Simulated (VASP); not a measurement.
Input of a VASP 6.6.1 run:

File INCAR:

```
SYSTEM = N
PREC = Accurate
ENCUT = 600
EDIFF = 1E-6
ISMEAR = 0
SIGMA = 0.02
LREAL = .FALSE.
LASPH = .TRUE.
NELM = 100
ALGO = Normal
ISIF = 4
LWAVE = .FALSE.
LCHARG = .FALSE.
GGA = PE
IVDW = 12
IBRION = 2
NSW = 50
EDIFFG = -0.01
```

File KPOINTS:

```
regular mesh
0
G
  9 9 4
  0 0 0
```

File POSCAR:

```
N
1.0
    3.8597322421      0.0000000000      0.0000000000
   -1.9298661210      3.3426261734      0.0000000000
    0.0000000000      0.0000000000      7.4963188875
N
4
Direct
    0.3333333333      0.6666666667      0.3242381484
    0.3333333333      0.6666666667      0.1757618516
    0.6666666667      0.3333333333      0.8242381484
    0.6666666667      0.3333333333      0.6757618516
```

Potentials or basis: VASP PAW PBE potentials, release 64 (N).

Command:

```console
$ cat potpaw_PBE.64/N/POTCAR > POTCAR
$ mpirun -np 1 vasp_std > vasp.out
```

(1) Estimate the dispersion energy per atom.

(2) What does it give for the band gap on the k mesh?

Answers

(1) -0.049 eV.

(2) 7.02 eV, indirect (least direct gap 7.13 eV).

Caveat: the standard files for N, O and F lose accuracy on very short bonds.
